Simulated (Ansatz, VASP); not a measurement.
## One calculation of SnO2, two programs

```xyz
6
Lattice="4.7201 0.0000 0.0000 0.0000 4.7206 0.0000 0.0000 0.0000 3.1888" Properties=species:S:1:pos:R:3 pbc="T T T"
Sn    2.3294    2.3248    1.5944
Sn    0.0308   -0.0355    0.0000
O     1.5209    1.3869    0.0000
O     4.1080    1.2368    1.5944
O     0.8389    3.7470    1.5944
O     2.9720    3.5973    0.0000
```

Change from the starting cell: mode 4 frozen in at +0.269 Å and mode 7 at -0.174 Å (largest displacements).

Alike in both runs: task single point; functional LDA; k mesh 6 × 6 × 8; occupations gaussian, width 0.05 eV; no spin polarisation.

|  | VASP | Ansatz |
| --- | --- | --- |
| version | VASP 6.6.1 | Ansatz 0.2.0 |
| potentials or method | VASP PAW LDA potentials, release 64 (Sn_d, O), cutoff 520 eV | scalar-relativistic, plane waves, PAW |
| valence electrons in the cell | 52 | 52 |

```csv
,VASP,Ansatz,Ansatz less VASP
gap on the k mesh at the Fermi level (eV),1.45,1.43,-0.014
least direct gap on the mesh (eV),1.57,1.56,-0.012
pressure (GPa),-2.0,-3.3,-1.25
"traceless stress, the component that is largest in VASP (GPa)",-2.74,-2.58,+0.162
rms of the force components (eV/Å),0.625,0.624,-0.0009
```

Ansatz warns that its potentials were made for another functional, while VASP's fit it. LDA's correlation is that of Perdew and Zunger in VASP and of Perdew and Wang (1992) in Ansatz. Atom by atom the forces differ by 0.019 eV/Å (rms over components).
